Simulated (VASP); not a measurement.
# W2Cl (P6/mmm) in VASP: further runs

W2Cl is run at these levels: PBE; tasks: relaxation of cell and atoms, single point.

All numbers are computed with VASP 6.6.1; they aren't measurements. Logs are shortened: lines on timing, memory, paths and dates and some standing lists are left out, and cuts for length are marked.

## 1. The cell of the first run

The structure is hexagonal, space group P6/mmm (No. 191). The conventional cell has a = 3.879 Å, b = 3.879 Å, c = 4.515 Å, α = 90.00°, β = 90.00°, γ = 120.00°. W (site symmetry -6m2) has 3 W at 2.24 Å within 3.0 Å. Cl (site symmetry 6/mmm) has 12 W at 3.18 Å and 6 Cl at 3.88 Å within 4.2 Å.

The cell was generated, and may not be a known phase.

## 2. Relaxation of cell and atoms, PBE

File INCAR:

```
PREC = Accurate
ENCUT = 600
EDIFF = 1E-7
ISMEAR = 0
SIGMA = 0.1
LREAL = False
LASPH = True
NELM = 100
ALGO = Normal
ISIF = 3
LWAVE = False
LCHARG = False
GGA = PE
IBRION = 2
NSW = 90
EDIFFG = -0.04
```

File KPOINTS:

```
regular mesh
0
Gamma
  6 6 4
```

File POSCAR:

```
W2Cl
1.0
    3.8786163200      0.0000000000      0.0000000000
   -1.9393081600      3.3589802700      0.0000000000
    0.0000000000      0.0000000000      4.5151919900
W Cl
2 1
Direct
    0.3333333300      0.6666666700      0.5000000000
    0.6666666700      0.3333333300      0.5000000000
    0.0000000000      0.0000000000      0.0000000000
```

Potentials or basis: VASP PAW PBE potentials, release 64 (W_sv, Cl).

On the command line:

```sh
$ cat potpaw_PBE.64/W_sv/POTCAR potpaw_PBE.64/Cl/POTCAR > POTCAR
$ mpirun -np 1 vasp_std > vasp.out
```

OUTCAR:

```text
PREC = Accurate
   ENCUT = 600
   EDIFF = 1E-7
   ISMEAR = 0
   LREAL = False
   LASPH = True
   NELM = 100
   ISIF = 3
   GGA = PE
   IBRION = 2
   NSW = 90
   EDIFFG = -0.04

 ion  position               nearest neighbor table
   1  0.333  0.667  0.500-   2 2.24   2 2.24   2 2.24
   2  0.667  0.333  0.500-   1 2.24   1 2.24   1 2.24
   3  0.000  0.000  0.000-

  LATTYP: Found a hexagonal cell.
 ALAT       =     3.8786163200
 C/A-ratio  =     1.1641244241

  Lattice vectors:

 A1 = (   3.8786163200,   0.0000000000,   0.0000000000)
 A2 = (  -1.9393081600,   3.3589802700,   0.0000000000)
 A3 = (   0.0000000000,   0.0000000000,   4.5151919900)

Analysis of symmetry for initial positions (statically):
=====================================================================
 Subroutine PRICEL returns:
 Original cell was already a primitive cell.

 Routine SETGRP: Setting up the symmetry group for a
 hexagonal supercell.

 Subroutine GETGRP returns: Found 24 space group operations
 (whereof 24 operations were pure point group operations)
 out of a pool of 24 trial point group operations.

The static configuration has the point symmetry D_6h.

Analysis of symmetry for dynamics (positions and initial velocities):
=====================================================================
 Subroutine PRICEL returns:
 Original cell was already a primitive cell.

 Routine SETGRP: Setting up the symmetry group for a
 hexagonal supercell.

 Subroutine GETGRP returns: Found 24 space group operations
 (whereof 24 operations were pure point group operations)
 out of a pool of 24 trial point group operations.

The dynamic configuration has the point symmetry D_6h.

 Subroutine INISYM returns: Found 24 space group operations
 (whereof 24 operations are pure point group operations),
 and found     1 'primitive' translations

----------------------------------------------------------------------------------------

                                     Primitive cell

  volume of cell :      58.8248

  direct lattice vectors                    reciprocal lattice vectors
     3.878616320  0.000000000  0.000000000     0.257823904  0.148854700  0.000000000
    -1.939308160  3.358980270  0.000000000     0.000000000  0.297709400  0.000000000
     0.000000000  0.000000000  4.515191990     0.000000000  0.000000000  0.221474525

  length of vectors
     3.878616320  3.878616325  4.515191990     0.297709400  0.297709400  0.221474525

  position of ions in fractional coordinates (direct lattice)
     0.333333330  0.666666670  0.500000000
     0.666666670  0.333333330  0.500000000
     0.000000000  0.000000000  0.000000000

  ion indices of the primitive-cell ions
   primitive index   ion index
                 1           1
                 2           2
                 3           3

----------------------------------------------------------------------------------------

 KPOINTS: regular mesh

Automatic generation of k-mesh.
 Grid dimensions read from file:
 generate k-points for:    6    6    4

 Generating k-lattice:

  Cartesian coordinates                     Fractional coordinates (reciprocal lattice)
     0.042970651  0.024809117  0.000000000     0.166666667  0.000000000  0.000000000
     0.000000000  0.049618233  0.000000000     0.000000000  0.166666667  0.000000000
     0.000000000  0.000000000  0.055368631     0.000000000  0.000000000  0.250000000

  Length of vectors
     0.049618233  0.049618233  0.055368631

  Shift w.r.t. Gamma in fractional coordinates (k-lattice)
     0.000000000  0.000000000  0.000000000

 Subroutine IBZKPT returns following result:
 ===========================================

 Found     21 irreducible k-points:

 Following reciprocal coordinates:
            Coordinates               Weight
  0.000000  0.000000  0.000000      1.000000
  0.166667  0.000000  0.000000      6.000000
  0.333333  0.000000  0.000000      6.000000
  0.500000  0.000000  0.000000      3.000000
  0.166667  0.166667  0.000000      6.000000
  0.333333  0.166667  0.000000     12.000000
[... 43 lines left out ...]

------------------------ aborting loop because EDIFF is reached ----------------------------------------

  FORCE on cell =-STRESS in cart. coord.  units (eV):
  Direction    XX          YY          ZZ          XY          YZ          ZX
  --------------------------------------------------------------------------------------
  -------------------------------------------------------------------------------------
  Total       15.0362442     15.0362442      1.9936428      0.0000000      0.0000000      0.0000000
  in kB      409.5335230    409.5335243     54.2997010      0.0000000      0.0000000      0.0000000
  external PRESSURE =     291.1222494 kB  Pullay stress =       0.0000000 kB
[... 22 lines left out ...]
  energy  without entropy=      -20.5454002936  energy(sigma->0) =      -20.54999144

--------------------------------------- Ionic step        2  -------------------------------------------

 number of electron      35.0000002 magnetization

 E-fermi :   2.9457     XC(G=0):  -9.1274

 val. band max:        2.9301304390   @ k =   0.5000   0.0000   0.0000
 cond. band min:       2.9530175869   @ k =   0.3333   0.0000   0.2500
 fundamental gap:      0.0228871479
 Fermi energy:         2.9456818486

 k-point     1 :       0.0000    0.0000    0.0000
  band No.  band energies     occupation
      1     -71.2694      2.00000
      2     -71.1996      2.00000
      3     -35.7070      2.00000
      4     -35.5943      2.00000
      5     -35.4689      2.00000
      6     -35.4689      2.00000
[... 560 lines left out ...]
  FREE ENERGIE OF THE ION-ELECTRON SYSTEM (eV)
  ---------------------------------------------------
  free  energy   TOTEN  =       -21.6245243706 eV

  energy  without entropy=      -21.6068402147  energy(sigma->0) =      -21.61568229

 E-fermi :  10.2818     XC(G=0): -12.7101

 val. band max:       10.2779617266   @ k =   0.1667   0.0000   0.5000
 cond. band min:      10.3399449776   @ k =   0.5000   0.0000   0.2500
 fundamental gap:      0.0619832510
 Fermi energy:        10.2817626091

 k-point     1 :       0.0000    0.0000    0.0000
  band No.  band energies     occupation
      1     -63.5858      2.00000
      2     -63.3840      2.00000
      3     -28.2855      2.00000
      4     -28.2855      2.00000
      5     -27.5895      2.00000
      6     -27.3447      2.00000
[... 478 lines left out ...]
      5     -28.1397      2.00000
      6     -27.6922      2.00000
[... 13 lines left out ...]
     20      11.4960      0.00000
     21      12.0754      0.00000

[... ionic steps 4 to 28 ...]

--------------------------------------- Ionic step       29  -------------------------------------------

 number of electron      35.0000001 magnetization

------------------------ aborting loop because EDIFF is reached ----------------------------------------

  FORCE on cell =-STRESS in cart. coord.  units (eV):
  Direction    XX          YY          ZZ          XY          YZ          ZX
  --------------------------------------------------------------------------------------
  -------------------------------------------------------------------------------------
  Total        0.1356093      0.1356093     -0.0527337      0.0000000      0.0000000      0.0000000
  in kB        4.1134222      4.1134222     -1.5995666      0.0000000      0.0000000      0.0000000
  external PRESSURE =       2.2090926 kB  Pullay stress =       0.0000000 kB
[... 59 lines left out ...]
  energy  without entropy=      -23.2884455036  energy(sigma->0) =      -23.29428081

--------------------------------------- Ionic step       31  -------------------------------------------

 number of electron      35.0000001 magnetization

 Free energy of the ion-electron system (eV)
  ---------------------------------------------------
  ext. energy  EPLUGINS =         0.00000000
  ---------------------------------------------------
  free energy    TOTEN  =       -23.30015577 eV

  energy without entropy =      -23.28842113  energy(sigma->0) =      -23.29428845

 E-fermi :   8.8454     XC(G=0): -12.1920

 val. band max:        8.7817954629   @ k =   0.1667   0.0000   0.5000
 cond. band min:       8.8673969223   @ k =   0.0000   0.0000   0.2500
 fundamental gap:      0.0856014594
 Fermi energy:         8.8454445380

 k-point     1 :       0.0000    0.0000    0.0000
  band No.  band energies     occupation
      1     -65.0813      2.00000
      2     -64.9590      2.00000
      3     -29.5819      2.00000
      4     -29.5819      2.00000
      5     -29.0611      2.00000
      6     -28.9012      2.00000
[... 523 lines left out ...]
  FREE ENERGIE OF THE ION-ELECTRON SYSTEM (eV)
  ---------------------------------------------------
  free  energy   TOTEN  =       -23.3001557703 eV

  energy  without entropy=      -23.2884211261  energy(sigma->0) =      -23.29428845

 reached required accuracy - stopping structural energy minimisation
```

Run time: 20 min. Hardware: 1 thread of Intel Xeon 8259CL, shared host; peak memory 0.23 GiB.

What came out:

```yaml
Free_energy: -23.3002 eV
Relaxed_volume: 17.61 Å³/atom
Relaxed_cell: a = 4.618 Å, b = 4.618 Å, c = 2.860 Å, α = 90.00°, β = 90.00°, γ = 120.00°
Space_group_after_relaxing_to_0.1_Å: P6/mmm (No. 191)
Pressure_after_relaxing: 0.2 GPa
Band_gap_on_the_k_mesh: zero (an odd number of electrons rules out a gap without spin polarisation)
```

Stress tensor (GPa, compression positive):
```
0.30 0.00 0.00
0.00 0.30 0.00
0.00 0.00 0.05
```

Final structure:
```cif
data_structure
_symmetry_space_group_name_H-M 'P 1'
_symmetry_Int_Tables_number 1
_cell_length_a 4.6181
_cell_length_b 4.6181
_cell_length_c 2.8599
_cell_angle_alpha 90.000
_cell_angle_beta 90.000
_cell_angle_gamma 120.000
_cell_volume 52.82
loop_
_atom_site_label
_atom_site_type_symbol
_atom_site_fract_x
_atom_site_fract_y
_atom_site_fract_z
_atom_site_occupancy
W1 W 0.33333 0.66667 0.50000 1
W2 W 0.66667 0.33333 0.50000 1
Cl1 Cl 0.00000 0.00000 0.00000 1
```

Caveat: a cell axis changed by over 15 % at a fixed basis, so the end point is rough; spin-orbit coupling is left out, which moves the levels of the heavy elements; an odd number of electrons without spin polarisation forces a metal; a magnetic or distorted state may lie lower.

## 3. Relaxation of cell and atoms, PBE

This run uses another cell than the first one, of 17.60 Å³/atom.

File INCAR:

```
SYSTEM = W2Cl
  PREC = Accurate
  ENCUT = 600
  EDIFF = 1E-7
  ISMEAR = 0
  SIGMA = 0.1
  LREAL = .False.
  LASPH = .True.
  NELM = 100
  ALGO = Normal
  ISIF = 3
  LWAVE = .False.
  LCHARG = .False.
  GGA = PE
  IBRION = 2
  NSW = 90
  EDIFFG = -0.04
```

File KPOINTS:

```
regular mesh
0
Gamma
  6 6 6
  0 0 0
```

File POSCAR:

```
W2Cl
1.0
    4.6176315603      0.0000000000      0.0000000000
   -2.3088157801      3.9989862365      0.0000000000
    0.0000000000      0.0000000000      2.8594713031
W Cl
2 1
Direct
    0.3333333333      0.6666666667      0.5000000000
    0.6666666667      0.3333333333      0.5000000000
    0.0000000000      0.0000000000      0.0000000000
```

Potentials or basis: VASP PAW PBE potentials, release 64 (W_sv, Cl).

On the command line:

```sh
$ cat potpaw_PBE.64/W_sv/POTCAR potpaw_PBE.64/Cl/POTCAR > POTCAR
$ mpirun -np 1 vasp_std > vasp.out
```

Wall time 3.9 min (1 thread of Intel Xeon 8259CL, shared host); peak memory 0.21 GiB.

Results (log left out):

- Free energy: -23.6108 eV
- Relaxed volume: 17.43 Å³/atom
- Relaxed cell: a = 4.654 Å, b = 4.654 Å, c = 2.788 Å, α = 90.00°, β = 90.00°, γ = 120.00°
- Space group after relaxing (to 0.1 Å): P6/mmm (No. 191)
- Energy gained by relaxing: 13.2 meV/atom
- Ionic steps: 6
- Pressure after relaxing: 0.0 GPa
- Band gap on the k mesh: zero (an odd number of electrons rules out a gap without spin polarisation)

Stress tensor (GPa, compression positive):
```
 0.04  0.00  0.00
 0.00  0.04  0.00
 0.00  0.00 -0.15
```

Step by step:
| step | energy change (eV) | largest force (eV/Å) | pressure (GPa) | volume (Å³) |
| --- | --- | --- | --- | --- |
| 1 | 0.0000 | 0.0000 | -1.15 | 52.80 |
| 2 | -0.0256 | 0.0000 | 1.59 | 51.80 |
| 3 | -0.0394 | 0.0000 | 0.39 | 52.16 |
| 4 | -0.0394 | 0.0000 | 0.36 | 52.17 |
| 5 | -0.0393 | 0.0000 | -0.50 | 52.46 |
| 6 | -0.0395 | 0.0000 | -0.03 | 52.30 |

Final structure:
```yaml
crystal:
  lattice:
    - [4.65397, 0.00000, 0.00000]
    - [-2.32699, 4.03046, 0.00000]
    - [0.00000, 0.00000, 2.78811]
  atoms:
    - { symbol: W, position: [0.33333, 0.66667, 0.50000] }
    - { symbol: W, position: [0.66667, 0.33333, 0.50000] }
    - { symbol: Cl, position: [0.00000, 0.00000, 0.00000] }
```

Levels at points of the mesh, in eV from the Fermi level:
| k point | band 14 | band 15 | band 16 | band 17 | band 18 | band 19 | band 20 | band 21 |
| --- | --- | --- | --- | --- | --- | --- | --- | --- |
| (0.00, 0.00, 0.00) | -2.81 | -1.76 | -1.24 | -1.24 | 1.25 | 1.25 | 2.06 | 2.06 |
| (0.50, 0.00, 0.00) | -2.61 | -2.05 | -2.03 | -0.44 | 0.91 | 1.11 | 1.46 | 2.11 |
| (0.00, 0.00, 0.50) | -3.59 | -1.06 | -0.81 | -0.81 | 0.00 | 0.00 | 1.12 | 1.66 |
| (0.50, 0.00, 0.50) | -2.61 | -1.96 | -1.64 | -0.94 | 0.03 | 0.42 | 2.79 | 3.74 |

Caveat: the k points lie up to 0.38 Å⁻¹ apart in the final cell, too coarse for converged energies and pressures of a metal; spin-orbit coupling is left out, which moves the levels of the heavy elements; an odd number of electrons without spin polarisation forces a metal; a magnetic or distorted state may lie lower.

## 4. Single point, PBE

This run uses another cell than the first one, of 17.45 Å³/atom.

File INCAR:

```
PREC = Accurate ; ENCUT = 520
EDIFF = 1E-6 ; ISMEAR = 0
SIGMA = 0.1 ; LREAL = False
LASPH = True ; NELM = 80
ALGO = Normal ; ISIF = 2
LWAVE = False ; LCHARG = False
GGA = PE ; NBANDS = 24
```

File KPOINTS:

```
Automatic mesh
0
Gamma
  12 12 16
```

File POSCAR:

```
W2Cl
1.0
    4.6506382432      0.0000000000      0.0000000000
   -2.3253191216      4.0275708624      0.0000000000
    0.0000000000      0.0000000000      2.7950527416
W Cl
2 1
Direct
    0.3333333333      0.6666666667      0.5000000000
    0.6666666667      0.3333333333      0.5000000000
    0.0000000000      0.0000000000      0.0000000000
```

On the command line:

```sh
$ cat potpaw_PBE.64/W_sv/POTCAR potpaw_PBE.64/Cl/POTCAR > POTCAR
$ mpirun -np 1 vasp_std > vasp.out
```

It took 3.6 min on 1 thread of Intel Xeon 8259CL, shared host; peak memory 0.32 GiB.

It converged, with:

```
Free energy            : -23.5405 eV
Pressure               : 0.2 GPa
Band gap on the k mesh : zero (an odd number of electrons rules out a gap without spin polarisation)
```

Stress tensor (GPa, compression positive):
```
0.26 0.00 0.00
0.00 0.26 0.00
0.00 0.00 0.12
```

Levels at points of the mesh, in eV from the Fermi level:
```csv
k point,band 15,band 16,band 17,band 18,band 19,band 20
"(0.00, 0.00, 0.00)",-1.78,-1.22,-1.22,1.24,1.24,2.07
"(0.50, 0.00, 0.00)",-2.06,-2.03,-0.42,0.89,1.13,1.48
"(0.00, 0.00, 0.50)",-1.04,-0.81,-0.81,0.00,0.00,1.13
"(0.50, 0.00, 0.50)",-1.96,-1.64,-0.91,0.07,0.47,2.80
```

Caveat: spin-orbit coupling is left out, which moves the levels of the heavy elements; an odd number of electrons without spin polarisation forces a metal; a magnetic or distorted state may lie lower.

## 5. Relaxation of cell and atoms, PBE

This run uses another cell than the first one, of 17.39 Å³/atom.

File INCAR:

```
PREC = Accurate
ENCUT = 600
EDIFF = 1E-7
ISMEAR = 0
SIGMA = 0.1
LREAL = F
LASPH = T
NELM = 60
ALGO = Normal
ISIF = 3
LWAVE = F
LCHARG = F
GGA = PE
IBRION = 2
NSW = 100
EDIFFG = -0.01
```

File KPOINTS:

```
regular mesh
0
Gamma
  12 12 16
```

File POSCAR:

```
W2Cl
1.0
    4.6496655054      0.0000000000      0.0000000000
   -2.3248327527      4.0267284468      0.0000000000
    0.0000000000      0.0000000000      2.7856417401
W Cl
2 1
Direct
    0.3333333333      0.6666666667      0.5000000000
    0.6666666667      0.3333333333      0.5000000000
    0.0000000000      0.0000000000      0.0000000000
```

On the command line:

```sh
$ cat potpaw_PBE.64/W_sv/POTCAR potpaw_PBE.64/Cl/POTCAR > POTCAR
$ mpirun -np 1 vasp_std > vasp.out
```

Run time: 12 min. Hardware: 1 thread of Intel Xeon 8259CL, shared host; peak memory 0.35 GiB.

It converged, with:

```yaml
Free_energy: -23.5412 eV
Relaxed_volume: 17.48 Å³/atom
Relaxed_cell: a = 4.653 Å, b = 4.653 Å, c = 2.796 Å, α = 90.00°, β = 90.00°, γ = 120.00°
Space_group_after_relaxing_to_0.1_Å: P6/mmm (No. 191)
Energy_gained_by_relaxing: 0.3 meV/atom
Ionic_steps: 4
Pressure_after_relaxing: 0.0 GPa
Band_gap_on_the_k_mesh: zero (an odd number of electrons rules out a gap without spin polarisation)
```

Stress tensor (GPa, compression positive):
```
 0.07  0.00  0.00
 0.00  0.07  0.00
 0.00  0.00 -0.05
```

Step by step:
```csv
step,energy change (eV),largest force (eV/Å),pressure (GPa),volume (Å³)
1,0.0000,0.0000,0.87,52.16
2,0.0007,0.0000,-1.22,52.87
3,-0.0010,0.0000,-0.05,52.46
4,-0.0010,0.0000,0.03,52.44
```

Final structure:
```yaml
crystal:
  lattice:
    - [4.65335, 0.00000, 0.00000]
    - [-2.32667, 4.02992, 0.00000]
    - [0.00000, 0.00000, 2.79638]
  atoms:
    - { symbol: W, position: [0.33333, 0.66667, 0.50000] }
    - { symbol: W, position: [0.66667, 0.33333, 0.50000] }
    - { symbol: Cl, position: [0.00000, 0.00000, 0.00000] }
```

Levels at points of the mesh, in eV from the Fermi level:
| k point | band 15 | band 16 | band 17 | band 18 | band 19 | band 20 |
| --- | --- | --- | --- | --- | --- | --- |
| (0.00, 0.00, 0.00) | -1.78 | -1.22 | -1.22 | 1.24 | 1.24 | 2.06 |
| (0.50, 0.00, 0.00) | -2.05 | -2.03 | -0.42 | 0.89 | 1.12 | 1.48 |
| (0.00, 0.00, 0.50) | -1.04 | -0.81 | -0.81 | 0.00 | 0.00 | 1.12 |
| (0.50, 0.00, 0.50) | -1.96 | -1.63 | -0.90 | 0.07 | 0.47 | 2.80 |

Caveat: spin-orbit coupling is left out, which moves the levels of the heavy elements; an odd number of electrons without spin polarisation forces a metal; a magnetic or distorted state may lie lower.

## 6. The runs side by side

```tsv
task	cell	k mesh	cutoff (eV)	gap on the mesh (eV)	pressure (GPa)	relaxed volume (Å³/atom)
relaxation of cell and atoms	relaxed from a = 3.879, b = 3.879, c = 4.515 Å, angles 90.0, 90.0, 120.0°, 3 atoms	6 × 6 × 4	600	none	0.2	17.61
relaxation of cell and atoms	relaxed from a = 4.618, b = 4.618, c = 2.859 Å, angles 90.0, 90.0, 120.0°, 3 atoms	6 × 6 × 6	600	none	0.0	17.43
single point	a = 4.651, b = 4.651, c = 2.795 Å, angles 90.0, 90.0, 120.0°, 3 atoms	12 × 12 × 16	520	none	0.2	-
relaxation of cell and atoms	relaxed from a = 4.650, b = 4.650, c = 2.786 Å, angles 90.0, 90.0, 120.0°, 3 atoms	12 × 12 × 16	600	none	0.0	17.48
```

Alike in all rows: level PBE; potentials or basis VASP PAW PBE potentials, release 64 (W_sv, Cl); no spin polarisation; smearing gaussian 0.1 eV.

Caveats: some runs use coarse meshes; spin-orbit coupling is left out, which moves the levels of the heavy elements; an odd number of electrons without spin polarisation forces a metal; a magnetic or distorted state may lie lower; a cell axis changed by over 15 % at a fixed basis, so the end point is rough (at least some runs).

Absolute energies hang on the potentials; compare differences alone.

The gap in the log of VASP goes by the Fermi energy; the results here count the filled bands.